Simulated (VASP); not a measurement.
Crystal: Zn.

```
CELL_PARAMETERS angstrom
-1.37396 1.37396 2.09027
1.37396 -1.37396 2.09027
1.37396 1.37396 -2.09027
ATOMIC_POSITIONS crystal
Zn 0.00000 0.00000 0.00000
```

* Program: VASP 6.6.1
* Task: relaxation of cell and atoms
* Functional: r2SCAN
* Potentials or basis: VASP PAW PBE potentials, release 64 (Zn)
* Cutoff: 600 eV
* k mesh: 8 × 8 × 8
* Occupations: gaussian, width 0.1 eV
* Spin: no spin polarisation

At the start: pressure -5.8 GPa; volume 15.78 Å³/atom.

How do energy, volume and symmetry change on relaxing?

Over 6 steps the energy falls by 37.4 meV/atom and the volume is 14.38 Å³/atom (-8.9 %); space group I4/mmm (No. 139, to 0.1 Å) before, Fm-3m (No. 225, to 0.1 Å).

The path:
```csv
step,energy change (eV),largest force (eV/Å),pressure (GPa),volume (Å³)
1,0.0000,0.0000,-5.80,15.78
2,-0.0316,0.0000,-0.23,14.51
3,-0.0321,0.0000,0.41,14.39
4,-0.0322,0.0000,0.61,14.36
5,-0.0360,0.0000,0.06,14.37
6,-0.0374,0.0000,-0.15,14.38
```

Final structure:
```
Zn
1.0
    -1.35928    1.35928    1.94583
     1.35928   -1.35928    1.94583
     1.35928    1.35928   -1.94583
Zn
1
Cartesian
  0.0000 0.0000 0.0000
```

Caveat: the PAW data sets were made with another functional, which shifts forces and pressure a little.
